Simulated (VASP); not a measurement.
# Ta12HN12F: single point with PBE+D3(BJ)

System: Ta12HN12F, a slab with vacuum.

```
CELL_PARAMETERS angstrom
6.20149 0.00000 0.00000
-3.10075 5.37065 0.00000
0.00000 0.00000 24.32937
ATOMIC_POSITIONS crystal
Ta 0.16667 0.33333 0.32882
Ta 0.16667 0.83333 0.32882
Ta 0.66667 0.33333 0.32882
Ta 0.66667 0.83333 0.32882
Ta 0.50000 0.50000 0.43288
Ta 0.50000 0.00000 0.43288
Ta 0.00000 0.50000 0.43288
Ta 0.00000 0.00000 0.43288
Ta 0.81238 0.65614 0.54629
Ta 0.80876 0.15359 0.54408
Ta 0.31154 0.65457 0.55012
Ta 0.32541 0.16097 0.52896
N 0.33333 0.16667 0.38085
N 0.33333 0.66667 0.38085
N 0.83333 0.16667 0.38085
N 0.83333 0.66667 0.38085
N 0.68368 0.34486 0.48444
N 0.66201 0.82887 0.48516
N 0.15841 0.34653 0.48451
N 0.15612 0.81023 0.48463
N 0.98227 0.48963 0.58266
N 0.98910 0.99500 0.57758
N 0.48675 0.49460 0.58020
N 0.48649 0.98990 0.58020
F 0.15618 0.16392 0.68312
H 0.08311 0.08503 0.64938
```

```json
{
 "Program": "VASP 6.6.1",
 "Task": "single point",
 "Functional": "PBE",
 "Dispersion": "D3(BJ)",
 "Potentials or basis": "VASP PAW PBE potentials, release 64 (Ta_sv_GW, N, F, H)",
 "Cutoff": "520 eV",
 "k mesh": "4 × 4 × 1",
 "Occupations": "gaussian, width 0.1 eV",
 "Spin": "no spin polarisation",
 "Dipole correction": "yes",
 "Further INCAR settings": "LREAL = Auto; ALGO = Normal; EDIFF = 1e-06; NBANDS = 131; NELMDL = -8"
}
```

The largest force is 1.150 eV/Å, the band gap on the k mesh is zero (bands 112 and 113 overlap by 0.03 eV) and the dispersion energy per atom is -0.304 eV.

Forces in eV/Å, atoms in the order of the input:
```
Ta  -0.004 -0.134  0.503
Ta  -0.107  0.045  0.497
Ta  -0.113 -0.083  0.691
Ta  -0.090 -0.094  0.114
Ta   0.273 -0.928  0.428
Ta  -0.711  0.706  0.565
Ta  -0.123 -0.036 -0.475
Ta   0.824  0.462  0.356
Ta   0.005  0.019 -0.036
Ta   0.012 -0.001 -0.045
Ta   0.022 -0.004 -0.043
Ta   0.005  0.007  0.016
N    0.010  0.033 -1.149
N   -0.093 -0.075 -0.385
N    0.014  0.140 -0.589
N    0.114 -0.040 -0.597
N   -0.013  0.001 -0.005
N   -0.003  0.004 -0.003
N    0.004 -0.004  0.003
N   -0.003 -0.001  0.007
N   -0.013 -0.021  0.053
N    0.000  0.015  0.034
N   -0.002 -0.030  0.030
N   -0.015  0.020  0.040
F    0.050  0.112  0.206
H   -0.043 -0.116 -0.214
```

Levels at points of the mesh, in eV from the Fermi level:
```
           k point  band 108  band 109  band 110  band 111  band 112  band 113  band 114  band 115  band 116  band 117
(0.00, 0.00, 0.00)     -0.42     -0.29     -0.26     -0.05     -0.03     -0.02      0.36      0.69      0.74      1.38
(0.50, 0.00, 0.00)     -1.16     -0.44     -0.22     -0.05     -0.03      0.32      0.52      0.60      0.68      0.71
(0.00, 0.50, 0.00)     -1.13     -0.50     -0.16     -0.06      0.01      0.28      0.52      0.54      0.64      0.69
(0.50, 0.50, 0.00)     -1.14     -0.48     -0.15     -0.05      0.00      0.27      0.47      0.56      0.67      0.69
```

Run time: 110 min on 1 thread of Intel(R) Xeon(R) 6975P-C (Granite Rapids), with other jobs on the host, peak memory 1.3 GiB.

Caveat: spin-orbit coupling is left out, which moves the levels of the heavy elements.
